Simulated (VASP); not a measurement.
A run of VASP 6.6.1:

Contents of INCAR:

```
PREC = Accurate
ENCUT = 520
EDIFF = 1E-6
ISMEAR = 0
SIGMA = 0.1
LREAL = F
LASPH = T
NELM = 100
ALGO = Normal
ISIF = 2
LWAVE = F
LCHARG = F
GGA = PS
NBANDS = 18
```

KPOINTS

```
regular mesh
0
Gamma
  14 14 7
```

POSCAR

```
Ta
1.0
    2.9003720000      0.0000000000      0.0000000000
   -1.4501860000      2.5117960000      0.0000000000
    0.0000000000      0.0000000000      5.1490530867
Ta
2
Direct
    0.6666666667      0.3333333333      0.7500000000
    0.3333333333      0.6666666667      0.2500000000
```

Potentials or basis: VASP PAW PBE potentials, release 64 (Ta_pv).

Run with:

```sh
$ cat potpaw_PBE.64/Ta_pv/POTCAR > POTCAR
$ mpirun -np 1 vasp_std > vasp.out
```

Hardware: 1 thread of Intel Xeon 6975P-C, on a shared host.

Estimate the wall time of this run.

It took 75 s on 1 thread of Intel Xeon 6975P-C, with other jobs on the host, peak memory 0.19 GiB. Counts: scf iterations 12, k points 96.
